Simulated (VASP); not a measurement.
# CuO in VASP: a series of runs

Runs on CuO. Level: PBEsol. Tasks: single point.

All numbers are computed with VASP 6.6.1; they aren't measurements. Logs are shortened: lines on timing, memory, paths and dates and some standing lists are left out, and cuts for length are marked.

**1. The cell of the first run**

The typed cell holds 4 atoms: a = 2.899 Å, b = 2.866 Å, c = 5.156 Å, α = 98.08°, β = 98.63°, γ = 72.12°.

**2. Single point, PBEsol**

File INCAR:

```
SYSTEM = CuO
PREC = Accurate ; ENCUT = 520
EDIFF = 1E-7 ; ISMEAR = 0
SIGMA = 0.1 ; LREAL = .FALSE.
LASPH = .TRUE. ; NELM = 60
ALGO = Normal ; ISIF = 2
LWAVE = .FALSE. ; LCHARG = .FALSE.
GGA = PS ; NBANDS = 25
```

File KPOINTS:

```
Automatic mesh
0
G
  4 4 2
  0 0 0
```

File POSCAR:

```
CuO
1.0
    2.3404404522     -1.7107783127     -0.0229301573
    2.3197430003      1.6824555157     -0.0101368612
   -0.8908838133      0.0240860588      5.0786274137
Cu O
2 2
Direct
   -0.0082652229      0.4939545091     -0.0055067082
    0.4909130835     -0.0195801087      0.4987901057
    0.5733962104      0.3983939412      0.2576963426
    0.3918683292      0.5610426818      0.7397132466
```

Potentials or basis: VASP PAW PBE potentials, release 64 (Cu, O).

On the command line:

```sh
cat potpaw_PBE.64/Cu/POTCAR potpaw_PBE.64/O/POTCAR > POTCAR
mpirun -np 1 vasp_std > vasp.out
```

OUTCAR:

```text
SYSTEM = CuO
   PREC = Accurate
   ENCUT = 520
   EDIFF = 1E-7
   ISMEAR = 0
   LREAL = .FALSE.
   LASPH = .TRUE.
   NELM = 60
   ISIF = 2
   GGA = PS

 ion  position               nearest neighbor table
   1  0.992  0.494  0.994-   4 1.94   3 1.97   4 1.99   3 2.05
   2  0.491  0.980  0.499-   4 1.90   3 1.91   3 1.93   4 1.95
   3  0.573  0.398  0.258-   2 1.91   2 1.93   1 1.97   1 2.05
   4  0.392  0.561  0.740-   2 1.90   1 1.94   2 1.95   1 1.99

  LATTYP: Found a triclinic cell.
 ALAT       =     2.8991291343
 B/A-ratio  =     1.1704622010
 C/A-ratio  =     2.1723905589
 COS(alpha) =     0.0013027671
 COS(beta)  =     0.4772141659
 COS(gamma) =     0.5950394553

  Lattice vectors:

 A1 = (  -2.3404404522,   1.7107783127,   0.0229301573)
 A2 = (  -0.0206974519,   3.3932338284,   0.0127932961)
 A3 = (  -3.7692996392,   0.0042367382,  -5.0455603952)

Analysis of symmetry for initial positions (statically):
=====================================================================
 Subroutine PRICEL returns:
 Original cell was already a primitive cell.

 Routine SETGRP: Setting up the symmetry group for a
 triclinic supercell.

 Subroutine GETGRP returns: Found  1 space group operations
 (whereof  1 operations were pure point group operations)
 out of a pool of  2 trial point group operations.

The static configuration has the point symmetry C_1 .

Analysis of symmetry for dynamics (positions and initial velocities):
=====================================================================
 Subroutine PRICEL returns:
 Original cell was already a primitive cell.

 Routine SETGRP: Setting up the symmetry group for a
 triclinic supercell.

 Subroutine GETGRP returns: Found  1 space group operations
 (whereof  1 operations were pure point group operations)
 out of a pool of  2 trial point group operations.

The dynamic configuration has the point symmetry C_1 .

 Subroutine INISYM returns: Found  1 space group operations
 (whereof  1 operations are pure point group operations),
 and found     1 'primitive' translations

----------------------------------------------------------------------------------------

                                     Primitive cell

  volume of cell :      40.1024

  direct lattice vectors                    reciprocal lattice vectors
     2.340440452 -1.710778313 -0.022930157     0.213074834 -0.293550617  0.038769412
     2.319743000  1.682455516 -0.010136861     0.216641816  0.295887568  0.036599637
    -0.890883813  0.024086059  5.078627414     0.001394453 -0.000734803  0.197151693

  length of vectors
     2.899129134  2.865652963  5.156230262     0.364795719  0.368541263  0.197157994

  position of ions in fractional coordinates (direct lattice)
     0.991734777  0.493954509  0.994493292
     0.490913083  0.980419891  0.498790106
     0.573396210  0.398393941  0.257696343
     0.391868329  0.561042682  0.739713247

  ion indices of the primitive-cell ions
   primitive index   ion index
                 1           1
                 2           2
                 3           3
                 4           4

----------------------------------------------------------------------------------------

 KPOINTS: Automatic mesh

Automatic generation of k-mesh.
 Grid dimensions read from file:
 generate k-points for:    4    4    2

 Generating k-lattice:

  Cartesian coordinates                     Fractional coordinates (reciprocal lattice)
     0.053268708 -0.073387654  0.009692353     0.250000000 -0.000000000  0.000000000
     0.054160454  0.073971892  0.009149909    -0.000000000  0.250000000  0.000000000
     0.000697227 -0.000367401  0.098575847     0.000000000  0.000000000  0.500000000

  Length of vectors
     0.091198930  0.092135316  0.098578997

  Shift w.r.t. Gamma in fractional coordinates (k-lattice)
     0.000000000  0.000000000  0.000000000

 Subroutine IBZKPT returns following result:
 ===========================================

 Found     20 irreducible k-points:

 Following reciprocal coordinates:
            Coordinates               Weight
  0.000000  0.000000  0.000000      1.000000
  0.250000 -0.000000  0.000000      2.000000
  0.500000 -0.000000  0.000000      1.000000
 -0.000000  0.250000 -0.000000      2.000000
  0.250000  0.250000  0.000000      2.000000
  0.500000  0.250000  0.000000      2.000000
[... 12 lines left out ...]
  0.250000  0.500000  0.500000      2.000000
  0.500000  0.500000  0.500000      1.000000
   k-points           NKPTS =     20   k-points in BZ     NKDIM =     20   number of bands    NBANDS=     25
   number of dos      NEDOS =    301   number of ions     NIONS =      4
   total plane-waves  NPLWV =  23040
   dimension x,y,z NGX =    24 NGY =   24 NGZ =   40
   dimension x,y,z NGXF=    48 NGYF=   48 NGZF=   80
   ions per type =               2   2
   NGX,Y,Z   is equivalent  to a cutoff of  13.76, 13.92, 12.90 a.u.
   NGXF,Y,Z  is equivalent  to a cutoff of  27.52, 27.85, 25.79 a.u.
 SYSTEM =  CuO
   PREC   = accura    normal or accurate (medium, high low for compatibility)
   ISTART =      0    job   : 0-new  1-cont  2-samecut
   ICHARG =      2    charge: 1-file 2-atom 10-const
   ISPIN  =      1    spin polarized calculation?
   LNONCOLLINEAR =      F non collinear calculations
   LSORBIT =      F    spin-orbit coupling
   LASPH  =      T    aspherical Exc in radial PAW
   ENCUT  =  520.0 eV  38.22 Ry    6.18 a.u.   5.39  5.33  9.59*2*pi/ulx,y,z
   NELM   =     60;   NELMIN=  2; NELMDL= -5     # of ELM steps
   EDIFF  = 0.1E-06   stopping-criterion for ELM
   LREAL  =      F    real-space projection
   EDIFFG = 0.1E-05   stopping-criterion for IOM
   NSW    =      0    number of steps for IOM
   IBRION =     -1    ionic relax: 0-MD 1-quasi-New 2-CG
   NFREE  =      0    steps in history (QN), initial steepest desc. (CG)
   ISIF   =      2    stress and relaxation
   ISYM   =      2    0-nonsym 1-usesym 2-fastsym
   POTIM  = 0.5000    time-step for ionic-motion
   TEBEG  =    0.0;   TEEND  =   0.0 temperature during run
   PSTRESS=    0.0 pullay stress
   NELECT =      34.0000    total number of electrons
   NUPDOWN=      -1.0000    fix difference up-down
   EMIN   =  10.00;   EMAX   =-10.00  energy-range for DOS
   EFERMI =   0.00;   METHOD = LEGACY
   ISMEAR =     0;   SIGMA  =   0.10  broadening in eV -4-tet -1-fermi 0-gaus
   EFERMI_NEDOS =   21; number of points for ismear=-14 and -15
   IALGO  =     38    algorithm
   IMIX   =      4    mixing-type and parameters
     AMIX     =   0.40;   BMIX     =  1.00
     AMIX_MAG =   1.60;   BMIX_MAG =  1.00
  volume/ion in A,a.u.               =      10.03        67.66
  Fermi-wavevector in a.u.,A,eV,Ry     =   1.549451  2.928037 32.664829  2.400797
  Thomas-Fermi vector in A             =   2.654256
   LORBIT       =      0    0 simple, 1 ext, 2 COOP (PROOUT), +10 PAW based schemes
   GGA     = PS    functional components
   LHFCALC =     F    Hartree Fock is set to
   AEXX    =    0.0000 exact exchange contribution
   IVDW    =     0    specifies the selected vdW correction
   LEPSILON=     F    determine dielectric tensor
   LRPA    =     F    only Hartree local field effects (RPA)
 non-spin polarized calculation
 Gauss-broadening in eV      SIGMA  =   0.10
  energy-cutoff  :      520.00
  volume of cell :       40.10
 maximum number of plane-waves:      1105
 NGX is ok and might be reduce to    24
   NGX = 11   NGY = 11   NGZ = 19

 number of electron      34.0000000 magnetization

 Free energy of the ion-electron system (eV)
  ---------------------------------------------------
  ext. energy  EPLUGINS =         0.00000000
  ---------------------------------------------------
  free energy    TOTEN  =       -21.32697507 eV

  energy without entropy =      -21.31348959  energy(sigma->0) =      -21.32023233

 E-fermi :   5.6422     XC(G=0): -12.2542

 val. band max:        5.6198708608   @ k =  -0.0000   0.5000  -0.0000
 cond. band min:       5.7048071822   @ k =   0.2500   0.2500   0.5000
 fundamental gap:      0.0849363214
 Fermi energy:         5.6421879322

 k-point     1 :       0.0000    0.0000    0.0000
  band No.  band energies     occupation
      1     -14.2658      2.00000
      2     -12.8983      2.00000
      3      -2.6048      2.00000
      4       0.0176      2.00000
      5       0.4820      2.00000
      6       2.3215      2.00000
[... 17 lines left out ...]
     24      21.9030      0.00000
     25      22.2512      0.00000

 k-point     2 :       0.2500   -0.0000    0.0000
  band No.  band energies     occupation
      1     -13.8881      2.00000
      2     -12.7695      2.00000
      3      -2.0355      2.00000
      4      -0.2006      2.00000
      5       0.0054      2.00000
      6       0.3233      2.00000
[... 17 lines left out ...]
     24      20.0787      0.00000
     25      21.8442      0.00000

 k-point     3 :       0.5000   -0.0000    0.0000
  band No.  band energies     occupation
      1     -13.4585      2.00000
      2     -12.6390      2.00000
      3      -1.6564      2.00000
      4      -1.4572      2.00000
      5      -0.1526      2.00000
      6       0.2154      2.00000
[... 17 lines left out ...]
     24      17.9936      0.00000
     25      20.9648      0.00000

 k-point     4 :      -0.0000    0.2500   -0.0000
  band No.  band energies     occupation
      1     -13.8556      2.00000
      2     -12.7777      2.00000
      3      -1.9398      2.00000
      4      -0.2463      2.00000
      5      -0.1602      2.00000
      6       0.5900      2.00000
[... 17 lines left out ...]
     24      20.1704      0.00000
     25      21.8130      0.00000
[... 365 lines left out ...]
 k-point    18 :      -0.0000    0.5000    0.5000
  band No.  band energies     occupation
      1     -13.1224      2.00000
      2     -12.9565      2.00000
      3      -1.7682      2.00000
      4      -0.6116      2.00000
      5      -0.4323      2.00000
      6       0.2734      2.00000
[... 17 lines left out ...]
     24      19.5418      0.00000
     25      20.8413      0.00000

 k-point    19 :       0.2500    0.5000    0.5000
  band No.  band energies     occupation
      1     -12.9783      2.00000
      2     -12.8100      2.00000
      3      -1.2830      2.00000
      4      -0.5407      2.00000
      5      -0.2215      2.00000
      6      -0.0904      2.00000
[... 17 lines left out ...]
     24      18.3429      0.00000
     25      19.8413      0.00000

 k-point    20 :       0.5000    0.5000    0.5000
  band No.  band energies     occupation
      1     -12.8173      2.00000
      2     -12.6612      2.00000
      3      -1.1216      2.00000
      4      -0.8843      2.00000
      5      -0.0498      2.00000
      6       0.0035      2.00000
[... 17 lines left out ...]
     24      18.6463      0.00000
     25      21.1669      0.00000

------------------------ aborting loop because EDIFF is reached ----------------------------------------

  FORCE on cell =-STRESS in cart. coord.  units (eV):
  Direction    XX          YY          ZZ          XY          YZ          ZX
  --------------------------------------------------------------------------------------
  -------------------------------------------------------------------------------------
  Total       -0.1673233      0.3108923     -0.8193177      0.4294216      0.5564361      0.0003408
  in kB       -6.6849311     12.4208226    -32.7335204     17.1563272     22.2308291      0.0136149
  external PRESSURE =      -8.9992097 kB  Pullay stress =       0.0000000 kB

 VOLUME and BASIS-vectors are now :
 -----------------------------------------------------------------------------
  energy-cutoff  :      520.00
  volume of cell :       40.10
      direct lattice vectors                 reciprocal lattice vectors
     2.340440452 -1.710778313 -0.022930157     0.213074834 -0.293550617  0.038769412
     2.319743000  1.682455516 -0.010136861     0.216641816  0.295887568  0.036599637
    -0.890883813  0.024086059  5.078627414     0.001394453 -0.000734803  0.197151693

 POSITION                                       TOTAL-FORCE (eV/Angst)
 -----------------------------------------------------------------------------------
      2.58097     -0.84163      5.02291        -0.422802      0.128645      0.331105
      2.97891      0.82168      2.51197        -0.121765     -0.047123     -0.039815
      2.03659     -0.30447      1.29156         0.224893      0.230389     -0.742393
      1.55962      0.29135      3.74206         0.319674     -0.311911      0.451103
 -----------------------------------------------------------------------------------
    total drift:                               -0.000352     -0.000300     -0.000888

  FREE ENERGIE OF THE ION-ELECTRON SYSTEM (eV)
  ---------------------------------------------------
  free  energy   TOTEN  =       -21.3269750669 eV

  energy  without entropy=      -21.3134895875  energy(sigma->0) =      -21.32023233
```

Wall time 17 s (1 thread of AMD EPYC 9R45 (Zen 5), shared host); peak memory 0.13 GiB.

What came out:

| Quantity | Value |
| --- | --- |
| Free energy | -21.3270 eV |
| Pressure | -0.9 GPa |
| Largest force | 0.809 eV/Å |
| Band gap on the k mesh | zero (band 17 reaches 5.86 eV, above the bottom of band 18 at 5.28 eV) |

Forces in eV/Å, atoms in the order of the input:
```
Cu  -0.423  0.129  0.331
Cu  -0.122 -0.047 -0.040
O    0.225  0.230 -0.742
O    0.320 -0.312  0.451
```

Stress tensor (GPa, compression positive):
```
-0.67  1.72  0.00
 1.72  1.24  2.22
 0.00  2.22 -3.27
```

Caveat: the k points lie up to 0.62 Å⁻¹ apart; the PAW data sets were made with another functional, which shifts forces and pressure a little; semilocal functionals often make such compounds metallic where correlation or magnetic order opens a gap, which also shifts bond lengths.

**3. Single point, PBEsol**

File INCAR:

```
SYSTEM = CuO
PREC = Accurate
ENCUT = 520
EDIFF = 1E-6
ISMEAR = 0
SIGMA = 0.1
LREAL = .FALSE.
LASPH = .TRUE.
NELM = 100
ALGO = Normal
ISIF = 2
LWAVE = .FALSE.
LCHARG = .TRUE.
GGA = PS
LELF = .TRUE.
LVHAR = .TRUE.
NBANDS = 25
```

File KPOINTS:

```
regular mesh
0
G
  4 4 4
  0 0 0
```

POSCAR is that of step 2.

Potentials or basis: VASP PAW PBE potentials, release 64 (Cu, O).

On the command line:

```sh
cat potpaw_PBE.64/Cu/POTCAR potpaw_PBE.64/O/POTCAR > POTCAR
mpirun -np 1 vasp_std > vasp.out
```

Wall time 27 s (1 thread of AMD EPYC 9R45 (Zen 5), shared host); peak memory 0.14 GiB.

It converged, with:

```yaml
Free_energy: -21.3266 eV
Pressure: -0.8 GPa
Largest_force: 0.815 eV/Å
Band_gap_on_the_k_mesh: zero (band 17 reaches 5.86 eV, above the bottom of band 18 at 5.28 eV)
```

Forces on the atoms (eV/Å):
```
Cu  -0.424  0.126  0.337
Cu  -0.126 -0.034 -0.036
O    0.232  0.223 -0.748
O    0.318 -0.315  0.448
```

Stress tensor (GPa, compression positive):
```
-0.98  1.77  0.15
 1.77  1.42  2.24
 0.15  2.24 -2.88
```

Levels at points of the mesh, in eV from the Fermi level:
```csv
k point,band 13,band 14,band 15,band 16,band 17,band 18,band 19,band 20,band 21,band 22
"(0.00, 0.00, 0.00)",-2.38,-2.15,-2.10,-1.65,0.19,0.94,1.70,5.94,8.17,13.40
"(0.50, 0.00, 0.00)",-1.88,-1.60,-1.55,-1.41,-0.07,0.40,4.93,6.32,6.85,11.14
"(0.00, 0.50, 0.00)",-2.12,-1.56,-1.38,-1.32,-0.05,0.13,4.62,6.26,7.30,10.92
"(0.50, 0.50, 0.00)",-2.12,-2.01,-1.68,-1.19,-0.56,1.08,3.33,6.93,8.50,10.13
"(0.00, 0.00, 0.50)",-2.26,-2.15,-1.53,-1.38,0.09,0.41,3.77,4.09,11.12,11.91
"(0.50, 0.00, 0.50)",-2.09,-2.06,-1.75,-1.53,-0.07,0.82,5.34,6.13,8.04,8.85
"(0.00, 0.50, 0.50)",-2.24,-2.10,-1.69,-1.55,-0.07,0.70,4.78,6.89,8.17,8.39
"(0.50, 0.50, 0.50)",-1.67,-1.64,-1.28,-1.22,-0.45,-0.35,5.11,5.30,8.60,9.47
```

Caveat: the k points lie up to 0.58 Å⁻¹ apart; the PAW data sets were made with another functional, which shifts forces and pressure a little; semilocal functionals often make such compounds metallic where correlation or magnetic order opens a gap, which also shifts bond lengths. With open d or f shells a metallic result of PBEsol can be an artefact of self-interaction; +U or a hybrid may open a gap.

**4. Single point, PBEsol**

This run uses another cell than the first one, of 10.16 Å³/atom, 1.014 times its volume.

File INCAR:

```
PREC     = Accurate       # precision mode
ENCUT    = 520            # plane-wave cutoff, eV
EDIFF    = 1E-7           # SCF threshold, eV
ISMEAR   = 0              # smearing method
SIGMA    = 0.1            # smearing width, eV
LREAL    = False          # projectors in reciprocal space
LASPH    = True           # aspherical terms in the spheres
NELM     = 80             # most SCF steps
ALGO     = Normal         # electronic algorithm
ISIF     = 2              # what is computed and relaxed
LWAVE    = False          # write WAVECAR
LCHARG   = False          # write CHGCAR
GGA      = PS             # functional
NBANDS   = 25             # bands
```

File KPOINTS:

```
regular mesh
0
Gamma
  6 6 4
```

File POSCAR:

```
CuO
1.0
    2.3446500000     -1.7134000000      0.0000000000
    2.3446500000      1.7134000000      0.0000000000
   -0.8605500000      0.0000000000      5.0594400000
Cu O
2 2
Direct
    0.0032000000      0.4968000000      0.0000000000
    0.4968000000      0.0032000000      0.5000000000
    0.5714000000      0.4056000000      0.2537000000
    0.4056000000      0.5714000000      0.7537000000
```

On the command line:

```sh
cat potpaw_PBE.64/Cu/POTCAR potpaw_PBE.64/O/POTCAR > POTCAR
mpirun -np 1 vasp_std > vasp.out
```

Run time: 29 s. Hardware: 1 thread of AMD EPYC 9R45 (Zen 5), shared host; peak memory 0.15 GiB.

Results (log left out):

```yaml
Free_energy: -21.3000 eV
Pressure: -2.0 GPa
Largest_force: 0.754 eV/Å
Band_gap_on_the_k_mesh: zero (band 17 reaches 5.76 eV, above the bottom of band 18 at 5.08 eV)
```

Forces in eV/Å, atoms in the order of the input:
```
Cu  -0.601  0.338  0.234
Cu  -0.601 -0.338  0.234
O    0.601  0.391 -0.234
O    0.601 -0.391 -0.234
```

Stress tensor (GPa, compression positive):
```
-2.37  0.00 -1.15
 0.00 -0.12  0.00
-1.15  0.00 -3.55
```

Levels at points of the mesh, in eV from the Fermi level:
| k point | band 14 | band 15 | band 16 | band 17 | band 18 | band 19 | band 20 | band 21 |
| --- | --- | --- | --- | --- | --- | --- | --- | --- |
| (0.00, 0.00, 0.00) | -2.19 | -2.11 | -1.62 | 0.23 | 0.93 | 1.66 | 5.92 | 8.11 |
| (0.50, 0.00, 0.00) | -1.57 | -1.46 | -1.37 | -0.03 | 0.29 | 4.81 | 6.22 | 6.91 |
| (0.50, 0.50, 0.00) | -2.10 | -1.67 | -1.19 | -0.63 | 1.08 | 3.27 | 6.96 | 8.48 |
| (0.00, 0.00, 0.50) | -2.20 | -1.44 | -1.44 | 0.25 | 0.25 | 3.87 | 3.87 | 11.58 |
| (0.50, 0.00, 0.50) | -2.12 | -1.71 | -1.57 | -0.08 | 0.75 | 5.05 | 6.48 | 7.98 |
| (0.50, 0.50, 0.50) | -1.63 | -1.27 | -1.27 | -0.42 | -0.42 | 5.14 | 5.14 | 8.93 |

Caveat: the k points lie up to 0.38 Å⁻¹ apart; the PAW data sets were made with another functional, which shifts forces and pressure a little; semilocal functionals often make such compounds metallic where correlation or magnetic order opens a gap, which also shifts bond lengths. With open d or f shells a metallic result of PBEsol can be an artefact of self-interaction; +U or a hybrid may open a gap.

**5. Summary**

| cell | k mesh | gap on the mesh (eV) | pressure (GPa) | largest force (eV/Å) |
| --- | --- | --- | --- | --- |
| a = 2.899, b = 2.866, c = 5.156 Å, angles 98.1, 98.6, 72.1°, 4 atoms | 4 × 4 × 2 | none | -0.9 | 0.81 |
| a = 2.899, b = 2.866, c = 5.156 Å, angles 98.1, 98.6, 72.1°, 4 atoms | 4 × 4 × 4 | none | -0.8 | 0.81 |
| a = 2.904, b = 2.904, c = 5.132 Å, angles 97.8, 97.8, 72.3°, 4 atoms | 6 × 6 × 4 | none | -2.0 | 0.75 |

Alike in all rows: task single point; level PBEsol; potentials or basis VASP PAW PBE potentials, release 64 (Cu, O); no spin polarisation; cutoff (eV) 520; smearing gaussian 0.1 eV.

Caveats: all runs use coarse meshes; the PAW data sets were made with another functional, which shifts forces and pressure a little; semilocal functionals often make such compounds metallic where correlation or magnetic order opens a gap, which also shifts bond lengths.

Total energies depend on the potentials used, so only differences within one code and one set of settings carry meaning.
